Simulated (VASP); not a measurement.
Input of a VASP 6.6.1 run:

The input INCAR:

```
PREC     = Accurate       # precision mode
ENCUT    = 520            # plane-wave cutoff, eV
EDIFF    = 1E-6           # SCF threshold, eV
ISMEAR   = -1             # smearing method
SIGMA    = 0.002          # smearing width, eV
LREAL    = Auto         
LASPH    = T              # aspherical terms in the spheres
NELM     = 60             # most SCF steps
ALGO     = Normal         # electronic algorithm
ISIF     = 2              # what is computed and relaxed
LWAVE    = F              # write WAVECAR
LCHARG   = T              # write CHGCAR
GGA      = CA             # functional
LELF     = T              # ELF
LVHAR    = T            
NBANDS   = 86             # bands
```

Contents of KPOINTS:

```
Automatic mesh
0
Gamma
  2 2 2
```

Contents of POSCAR:

```
WC
1.0
   -2.9952430000     -5.1879140000      0.0000000000
    4.4928650000     -2.5939570000      0.0000000000
    0.0000000000      0.0000000000      5.8606050000
W C
8 8
Direct
    0.7485067187      0.4469663588      0.0197761153
    0.7633467983      0.4978580826      0.5065517980
    0.5086318782      0.0232315177      0.0060573951
    0.5207425127     -0.0041509447      0.5144008170
    0.2282704835      0.4964817701     -0.0310718774
    0.2487502773      0.5152764498      0.4891133253
    0.0116932591      0.0056810415      0.0206633957
   -0.0136385028      0.0080014356      0.4766402104
    0.4973040945      0.6583876008      0.2522606454
    0.4916722883      0.6900447665      0.7350776925
    0.2271548396      0.1419993575      0.2637611646
    0.0400525027      0.2481194023      0.7350776925
    0.0065751454      0.6671231293      0.2635052183
    0.0398340511      0.7166056988      0.7135782057
    0.7487551296      0.1650847645      0.2625667487
    0.6991946099      0.2090776734      0.7416299170
```

Potentials or basis: VASP PAW LDA potentials, release 64 (W_sv, C).

Command:

```bash
$ cat potpaw_LDA.64/W_sv/POTCAR potpaw_LDA.64/C/POTCAR > POTCAR
$ mpirun -np 1 vasp_std > vasp.out
```

Question: What does it give for the largest force?

Answer: 6.155 eV/Å.

Question: What does it give for the pressure?

Answer: -16.9 GPa.

Question: What does it give for the band gap on the k mesh?

Answer: Zero (bands 72 and 73 overlap by 0.65 eV).

Stress tensor (GPa, compression positive):
```
-16.09  -3.33  -4.65
 -3.33 -19.37   0.83
 -4.65   0.83 -15.19
```

Caveat: the k points lie up to 0.61 Å⁻¹ apart, too coarse for converged energies and pressures of a metal; spin-orbit coupling is left out, which moves the levels of the heavy elements; forces of over 1 eV/Å act on the atoms, so gaps and moduli don't describe the material at rest.
